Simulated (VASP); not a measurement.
Runs of VASP 6.6.1 on Al2Cu. The structure is that of space group Fm-3m (No. 225), or close to it. The cells are those of the table. 

| task | cell | k mesh | cutoff (eV) | smearing | gap on the mesh (eV) | pressure (GPa) |
| --- | --- | --- | --- | --- | --- | --- |
| single point | a = 4.049 Å, angles 120.0, 120.0, 90.0°, 3 atoms | 12 × 12 × 12 | 520 | gaussian 0.15 eV | none | 0.1 |
| relaxation of cell and atoms | relaxed to 50 GPa from a = 3.730 Å, angles 120.0, 120.0, 90.0°, 3 atoms | 16 × 16 × 16 | 600 | gaussian 0.1 eV | none | 49.9 |
| single point | a = 4.036 Å, angles 120.0, 120.0, 90.0°, 3 atoms | 14 × 14 × 14 | 520 | gaussian 0.1 eV | none | 1.4 |
| single point | a = 3.925 Å, angles 120.0, 120.0, 90.0°, 3 atoms | 14 × 14 × 14 | 520 | gaussian 0.1 eV | none | 12.5 |
| single point | a = 4.062 Å, angles 120.0, 120.0, 90.0°, 3 atoms | 14 × 14 × 14 | 520 | gaussian 0.1 eV | none | -0.8 |
| single point | a = 3.565 Å, angles 120.0, 120.0, 90.0°, 3 atoms | 16 × 16 × 16 | 520 | gaussian 0.1 eV | none | (b) |
| single point | a = 4.001 Å, angles 120.0, 120.0, 90.0°, 3 atoms | 14 × 14 × 14 | 520 | gaussian 0.1 eV | none | (c) |
| single point | a = 3.831 Å, angles 120.0, 120.0, 90.0°, 3 atoms | 16 × 16 × 16 | 520 | gaussian 0.1 eV | none | (a) |
| single point | a = 3.703 Å, angles 120.0, 120.0, 90.0°, 3 atoms | 16 × 16 × 16 | 520 | gaussian 0.1 eV | none | 50.2 |
| relaxation of cell and atoms | relaxed to 90 GPa from a = 3.605 Å, angles 120.0, 120.0, 90.0°, 3 atoms | 16 × 16 × 16 | 600 | gaussian 0.1 eV | none | 90.0 |

Alike in all rows: level PBEsol; potentials or basis VASP PAW PBE potentials, release 64 (Al, Cu); no spin polarisation.

Task: Fill in the values left out.

Result: (a) 25.2; (b) 90.2; (c) 4.3.

Caveats: the PAW data sets were made with another functional, which shifts forces and pressure a little; the cell stands under pressure (at least some runs); the cell is relaxed towards a set pressure, so the run minimises the enthalpy, not the energy (at least some runs).

A gap of «none» marks levels without a gap at the run's occupations.
